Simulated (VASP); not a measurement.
Set up this calculation in VASP 6.6.1, as the native input.

```yaml
Task: single point
Functional: PBE
Potentials_or_basis: VASP PAW PBE potentials, release 64 (Ta_sv_GW, Al, O)
Cutoff: 700 eV
k_mesh: 12 × 12 × 10
Occupations: gaussian, width 0.1 eV
Spin: no spin polarisation
Dipole_correction: no
Further_INCAR_settings: ALGO = Normal; EDIFF = 1e-06; NBANDS = 22
```

The structure of TaAl3O lies in POSCAR:

```
TaAl3O
1.0
    5.6074974860      0.0000000000      0.0000000000
   -2.8037487430      4.8562352746      0.0000000000
    0.0000000000      0.0000000000      3.8499350309
Ta Al O
1 3 1
Direct
    0.0000000000      0.0000000000      0.5000000000
    0.5000000000      0.0000000000      0.5000000000
    0.0000000000      0.5000000000      0.5000000000
    0.5000000000      0.5000000000      0.5000000000
    0.0000000000      0.0000000000      0.0000000000
```

The cell was generated, and may not be a known phase.

These files were run (other wordings do the same):

INCAR

```
SYSTEM = TaAl3O
  PREC = Accurate
  ENCUT = 700
  EDIFF = 1E-6
  ISMEAR = 0
  SIGMA = 0.1
  LREAL = .FALSE.
  LASPH = .TRUE.
  NELM = 120
  ALGO = Normal
  ISIF = 2
  LWAVE = .FALSE.
  LCHARG = .TRUE.
  GGA = PE
  LELF = .TRUE.
  LVHAR = .TRUE.
  NBANDS = 22
  GGA_COMPAT = .FALSE.
```

KPOINTS

```
Automatic mesh
0
G
  12 12 10
  0 0 0
```

Potentials or basis: VASP PAW PBE potentials, release 64 (Ta_sv_GW, Al, O).

Run with:

```bash
$ cat potpaw_PBE.64/Ta_sv_GW/POTCAR potpaw_PBE.64/Al/POTCAR potpaw_PBE.64/O/POTCAR > POTCAR
$ mpirun -np 1 vasp_std > vasp.out
```

Results of the run:

The pressure is 0.0 GPa and the band gap on the k mesh is zero (bands 14 and 15 overlap by 1.28 eV).

Caveat: spin-orbit coupling is left out, which moves the levels of the heavy elements.

Run time: 5.8 min on 1 thread of Intel(R) Xeon(R) Platinum 8375C CPU @ 2.90GHz (Ice Lake), with other jobs on the host, peak memory 0.6 GiB.
